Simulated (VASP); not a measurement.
Runs of VASP 6.6.1 on Ge. The structure is that of space group Fm-3m (No. 225), or close to it. The cells are those of the table. 

```tsv
cell	gap on the mesh (eV)	pressure (GPa)
a = 2.968, b = 2.968, c = 3.034 Å, angles 59.3, 59.3, 58.5°, 1 atom	none	-1.1
a = 2.968, b = 2.968, c = 2.879 Å, angles 61.0, 61.0, 62.0°, 1 atom	none	(a)
a = 2.968, b = 2.968, c = 2.990 Å, angles 59.8, 59.8, 59.5°, 1 atom	none	-1.1
a = 2.968, b = 2.968, c = 2.923 Å, angles 60.5, 60.5, 61.0°, 1 atom	none	-1.3
```

Alike in all rows: task single point; level LDA; potentials or basis VASP PAW LDA potentials, release 64 (Ge_d); no spin polarisation; k mesh 20 × 20 × 20; cutoff (eV) 520; smearing gaussian 0.15 eV.

**Question.** Estimate the missing entries.

**Answer.** (a) -1.0.

A k mesh can miss the band edges, and the runs leave out spin-orbit coupling on Ge.

A gap of «none» marks levels without a gap at the run's occupations.
